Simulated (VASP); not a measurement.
# TaN (P-6m2) in VASP: settings compared, part 2 of 2

VASP 6.6.1.

## Step 3: Single point, PBEsol (volume scaled by 0.98)

The input, INCAR:

```
PREC     = Accurate       # precision mode
ENCUT    = 520            # plane-wave cutoff, eV
EDIFF    = 1E-6           # SCF threshold, eV
ISMEAR   = -1             # smearing method
SIGMA    = 0.05           # smearing width, eV
LREAL    = F              # projectors in reciprocal space
LASPH    = T              # aspherical terms in the spheres
NELM     = 100            # most SCF steps
ALGO     = Normal         # electronic algorithm
ISIF     = 2              # what is computed and relaxed
LWAVE    = F              # write WAVECAR
LCHARG   = T              # write CHGCAR
GGA      = PS             # functional
LELF     = T              # ELF
LVHAR    = T            
NBANDS   = 15             # bands
```

The input, KPOINTS:

```
Automatic mesh
0
Gamma
  10 10 9
```

The input, POSCAR:

```
TaN
1.0
    2.9182812851      0.0000000000      0.0000000000
   -1.4591406425      2.5273057282      0.0000000000
    0.0000000000      0.0000000000      2.8636504237
Ta N
1 1
Direct
    0.0000000000      0.0000000000      0.5000000000
    0.6666666667      0.3333333333      0.0000000000
```

Potentials or basis: VASP PAW PBE potentials, release 64 (Ta_pv, N).

Run with:

```console
cat potpaw_PBE.64/Ta_pv/POTCAR potpaw_PBE.64/N/POTCAR > POTCAR
mpirun -np 1 vasp_std > vasp.out
```

OUTCAR:

```text
PREC = Accurate
   ENCUT = 520
   EDIFF = 1E-6
   ISMEAR = -1
   LREAL = F
   LASPH = T
   NELM = 100
   ISIF = 2
   GGA = PS

 ion  position               nearest neighbor table
   1  0.000  0.000  0.500-   2 2.21   2 2.21   2 2.21   2 2.21   2 2.21   2 2.21
   2  0.667  0.333  0.000-   1 2.21   1 2.21   1 2.21   1 2.21   1 2.21   1 2.21

  LATTYP: Found a hexagonal cell.
 ALAT       =     2.9182812851
 C/A-ratio  =     0.9812797822

  Lattice vectors:

 A1 = (   2.9182812851,   0.0000000000,   0.0000000000)
 A2 = (  -1.4591406425,   2.5273057282,   0.0000000000)
 A3 = (   0.0000000000,   0.0000000000,   2.8636504237)

Analysis of symmetry for initial positions (statically):
=====================================================================
 Subroutine PRICEL returns:
 Original cell was already a primitive cell.

 Routine SETGRP: Setting up the symmetry group for a
 hexagonal supercell.

 Subroutine GETGRP returns: Found 12 space group operations
 (whereof 12 operations were pure point group operations)
 out of a pool of 24 trial point group operations.

The static configuration has the point symmetry D_3h.

Analysis of symmetry for dynamics (positions and initial velocities):
=====================================================================
 Subroutine PRICEL returns:
 Original cell was already a primitive cell.

 Routine SETGRP: Setting up the symmetry group for a
 hexagonal supercell.

 Subroutine GETGRP returns: Found 12 space group operations
 (whereof 12 operations were pure point group operations)
 out of a pool of 24 trial point group operations.

The dynamic configuration has the point symmetry D_3h.

 Subroutine INISYM returns: Found 12 space group operations
 (whereof 12 operations are pure point group operations),
 and found     1 'primitive' translations

[... 117 lines left out ...]
  Thomas-Fermi vector in A             =   2.604917
   LORBIT       =      0    0 simple, 1 ext, 2 COOP (PROOUT), +10 PAW based schemes
   GGA     = PS    functional components
   LHFCALC =     F    Hartree Fock is set to
   AEXX    =    0.0000 exact exchange contribution
   IVDW    =     0    specifies the selected vdW correction
   LEPSILON=     F    determine dielectric tensor
   LRPA    =     F    only Hartree local field effects (RPA)
 non-spin polarized calculation
  energy-cutoff  :      520.00
  volume of cell :       21.12
 maximum number of plane-waves:       587
 NGX is ok and might be reduce to    24
   NGX = 11   NGY = 11   NGZ = 11

 number of electron      16.0000000 magnetization

 Free energy of the ion-electron system (eV)
  ---------------------------------------------------
  ext. energy  EPLUGINS =         0.00000000
  ---------------------------------------------------
  free energy    TOTEN  =       -23.80438114 eV

  energy without entropy =      -23.80407098  energy(sigma->0) =      -23.80422606

 E-fermi :   8.3472     XC(G=0): -13.6159

 val. band max:        8.2165817781   @ k =   0.0000   0.0000   0.4444
 cond. band min:       8.5126282605   @ k =   0.0000   0.0000   0.3333
 fundamental gap:      0.2960464823
 Fermi energy:         8.3472264954

 k-point     1 :       0.0000    0.0000    0.0000
  band No.  band energies     occupation
      1     -26.4165      2.00000
      2     -26.1395      2.00000
      3     -26.1395      2.00000
      4      -9.5863      2.00000
      5       3.6520      2.00000
      6       3.6520      2.00000
      7       3.9832      2.00000
      8       5.3723      2.00000
      9      10.6731      0.00000
     10      11.9975      0.00000
     11      11.9975      0.00000
     12      12.4007      0.00000
     13      12.4007      0.00000
     14      21.4447      0.00000
[... 401 lines left out ...]
      2     -26.4419      2.00000
      3     -26.3673      2.00000
      4      -7.1784      2.00000
      5       0.1163      2.00000
      6       2.8123      2.00000
      7       4.0764      2.00000
      8       5.9835      2.00000
      9      10.9407      0.00000
     10      12.0140      0.00000
     11      12.9793      0.00000
     12      14.2599      0.00000
     13      17.5114      0.00000
     14      20.3856      0.00000
     15      21.7740      0.00000

 [... further k-points ...]
[... 5 lines left out ...]
  --------------------------------------------------------------------------------------
  -------------------------------------------------------------------------------------
  Total        0.3953761      0.3953761      0.4919194      0.0000000      0.0000000      0.0000000
  in kB       29.9927380     29.9927380     37.3163878      0.0000000      0.0000000      0.0000000
  external PRESSURE =      32.4339546 kB  Pullay stress =       0.0000000 kB

 VOLUME and BASIS-vectors are now :
 -----------------------------------------------------------------------------
  energy-cutoff  :      520.00
  volume of cell :       21.12
      direct lattice vectors                 reciprocal lattice vectors
     2.918281285  0.000000000  0.000000000     0.342667448  0.197839143  0.000000000
    -1.459140642  2.527305728  0.000000000     0.000000000  0.395678287  0.000000000
     0.000000000  0.000000000  2.863650424     0.000000000  0.000000000  0.349204635

 POSITION                                       TOTAL-FORCE (eV/Angst)
 -----------------------------------------------------------------------------------
      0.00000      0.00000      1.43183        -0.000000      0.000000      0.000000
      1.45914      0.84244      0.00000         0.000000     -0.000000      0.000000
 -----------------------------------------------------------------------------------
    total drift:                               -0.000000      0.000000      0.000000

  FREE ENERGIE OF THE ION-ELECTRON SYSTEM (eV)
  ---------------------------------------------------
  free  energy   TOTEN  =       -23.8043811359 eV

  energy  without entropy=      -23.8040709767  energy(sigma->0) =      -23.80422606
```

OSZICAR:

```text
N       E                     dE             d eps       ncg     rms          rms(c)
DAV:   1     0.949696184719E+02    0.94970E+02   -0.88603E+03  2100   0.113E+03
DAV:   2    -0.230860257501E+02   -0.11806E+03   -0.11157E+03  2506   0.309E+02
DAV:   3    -0.261125868852E+02   -0.30266E+01   -0.30154E+01  2436   0.481E+01
DAV:   4    -0.261247897215E+02   -0.12203E-01   -0.12200E-01  2709   0.333E+00
DAV:   5    -0.261248591093E+02   -0.69388E-04   -0.69385E-04  2492   0.234E-01    0.248E+01
DAV:   6    -0.238967066972E+02    0.22282E+01   -0.34787E+00  2738   0.224E+01    0.107E+01
DAV:   7    -0.238396111365E+02    0.57096E-01   -0.57563E-01  2254   0.578E+00    0.717E+00
DAV:   8    -0.238121061235E+02    0.27505E-01   -0.14243E-01  2597   0.314E+00    0.151E+00
DAV:   9    -0.238044888800E+02    0.76172E-02   -0.15602E-02  2338   0.103E+00    0.179E-01
DAV:  10    -0.238044638934E+02    0.24987E-04   -0.11158E-03  2604   0.392E-01    0.894E-02
DAV:  11    -0.238043803628E+02    0.83531E-04   -0.10697E-04  2415   0.111E-01    0.983E-03
DAV:  12    -0.238043811912E+02   -0.82843E-06   -0.13650E-05  2212   0.328E-02    0.508E-03
DAV:  13    -0.238043811359E+02    0.55284E-07   -0.29714E-08  1134   0.181E-03
   1 F= -.23804381E+02 E0= -.23804226E+02  d E =-.310159E-03
```

stdout:

```text
POSCAR found type information on POSCAR TaN
 POSCAR found :  2 types and       2 ions
 scaLAPACK will be used
 -----------------------------------------------------------------------------
|                                                                             |
|                                                                             |
|     You enforced a specific xc type in the INCAR file but a different       |
|     I HOPE YOU KNOW WHAT YOU ARE DOING!                                     |
|                                                                             |
 -----------------------------------------------------------------------------

 LDA part: xc-table for (Slater+PW92), standard interpolation
 POSCAR, INCAR and KPOINTS ok, starting setup
 FFT: planning ... GRIDC
 FFT: planning ... GRID_SOFT
 FFT: planning ... GRID
 WAVECAR not read
 entering main loop
```

Wall time 12 s (1 thread of Intel Xeon Platinum 8488C (Sapphire Rapids), shared host); peak memory 0.15 GiB.

What came out:

```yaml
Free_energy: -23.8044 eV
Pressure: 3.2 GPa
Band_gap_on_the_k_mesh: zero (band 8 reaches 8.51 eV, above the bottom of band 9 at 8.22 eV)
```

Stress tensor (GPa, compression positive):
```
3.00 0.00 0.00
0.00 3.00 0.00
0.00 0.00 3.73
```

Caveat: the PAW data sets were made with another functional, which shifts forces and pressure a little; spin-orbit coupling is left out, which moves the levels of the heavy elements.
